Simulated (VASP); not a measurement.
Set up this calculation in VASP 6.6.1, as the native input.

```yaml
Task: single point
Functional: PBE
Potentials_or_basis: VASP PAW PBE potentials, release 64 (Cd, Te)
Cutoff: 520 eV
k_mesh: 4 × 4 × 2
Occupations: gaussian, width 0.1 eV
Spin: no spin polarisation
Dipole_correction: no
Further_INCAR_settings: ALGO = Normal; EDIFF = 1e-06; NBANDS = 46
```

The structure of CdTe lies in POSCAR:

```
CdTe
1.0
    4.8670529249      0.0000000000      0.0000000000
    0.0000000000      4.8670529249      0.0000000000
    0.0000000000      0.0000000000     11.4166698996
Cd Te
4 4
Direct
    0.1445620307      0.5000000000      0.2500000000
    0.5000000000      0.8554379693      0.5000000000
    0.5000000000      0.1445620307      0.0000000000
    0.8554379693      0.5000000000      0.7500000000
    0.0000000000      0.5372034377      0.5000000000
    0.4627965623      0.0000000000      0.2500000000
    0.5372034377      0.0000000000      0.7500000000
    0.0000000000      0.4627965623      0.0000000000
```

The cell was generated, and may not be a known phase.

These files were run (other wordings do the same):

INCAR

```
PREC = Accurate
ENCUT = 520
EDIFF = 1E-6
ISMEAR = 0
SIGMA = 0.1
LREAL = False
LASPH = True
NELM = 80
ALGO = Normal
ISIF = 2
LWAVE = False
LCHARG = False
GGA = PE
NBANDS = 46
```

KPOINTS

```
regular mesh
0
Gamma
  4 4 2
```

Potentials or basis: VASP PAW PBE potentials, release 64 (Cd, Te).

The run is started by

```sh
$ cat potpaw_PBE.64/Cd/POTCAR potpaw_PBE.64/Te/POTCAR > POTCAR
$ mpirun -np 1 vasp_std > vasp.out
```

Results of the run:

- Pressure: 0.2 GPa
- Largest force: 0.012 eV/Å
- Band gap on the k mesh: 0.25 eV (least direct gap 0.34 eV)

Caveat: semilocal functionals underestimate gaps, and a narrow one can read as zero; spin-orbit coupling is left out, which moves the levels of the heavy elements.

Run time: 2 min on 1 thread of Intel(R) Xeon(R) Platinum 8488C (Sapphire Rapids), with other jobs on the host, peak memory 0.38 GiB.
